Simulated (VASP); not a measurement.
Wanted: the native input for a VASP 6.6.1 run.

- Task: single point
- Functional: r2SCAN
- Potentials or basis: VASP PAW PBE potentials, release 64 (Sr_sv, O)
- Cutoff: 520 eV
- k mesh: 8 × 8 × 8
- Occupations: gaussian, width 0.01 eV
- Spin: no spin polarisation
- Dipole correction: no
- Further INCAR settings: ALGO = Normal; EDIFF = 1e-06; NBANDS = 15

SrO:

```
Sr O
1.0
     0.00000    2.58031    2.58031
     2.58031    0.00000    2.58031
     2.58031    2.58031    0.00000
Sr O
1 1
Direct
  0.50000 0.50000 0.50000
  0.00000 0.00000 0.00000
```

The input as run:

POSCAR

```
SrO
1.0
    0.0000000000      2.5803147778      2.5803147778
    2.5803147778      0.0000000000      2.5803147778
    2.5803147778      2.5803147778      0.0000000000
Sr O
1 1
Direct
    0.5000000000      0.5000000000      0.5000000000
    0.0000000000      0.0000000000      0.0000000000
```

INCAR.step1

```
SYSTEM = SrO
  PREC = Accurate
  ENCUT = 520
  ISMEAR = 0
  SIGMA = 0.01
  LREAL = .False.
  LASPH = .True.
  NELM = 60
  NBANDS = 15
  GGA = PE
  ALGO = Normal
  EDIFF = 1E-4
  LWAVE = .True.
  LCHARG = .False.
```

INCAR.step2

```
SYSTEM = SrO
  PREC = Accurate
  ENCUT = 520
  EDIFF = 1E-6
  ISMEAR = 0
  SIGMA = 0.01
  LREAL = .False.
  LASPH = .True.
  NELM = 60
  ALGO = Normal
  ISIF = 2
  LWAVE = .False.
  LCHARG = .True.
  METAGGA = R2SCAN
  LMIXTAU = .True.
  LELF = .True.
  LVHAR = .True.
  NBANDS = 15
  ISTART = 1
```

KPOINTS

```
regular mesh
0
Gamma
  8 8 8
  0 0 0
```

Potentials or basis: VASP PAW PBE potentials, release 64 (Sr_sv, O).

The run is started by

```console
$ cat potpaw_PBE.64/Sr_sv/POTCAR potpaw_PBE.64/O/POTCAR > POTCAR
$ cp INCAR.step1 INCAR
$ mpirun -np 1 vasp_std > vasp.out
$ cp INCAR.step2 INCAR
$ mpirun -np 1 vasp_std > vasp.out
```

It gave:

```
Pressure               : 0.5 GPa
Band gap on the k mesh : 3.75 eV, indirect (least direct gap 3.84 eV)
```

Caveat: the PAW data sets were made with another functional, which shifts forces and pressure a little.

It took 45 s on 1 thread of AMD EPYC 9R45 (Zen 5) (shared host), peak memory 0.14 GiB.
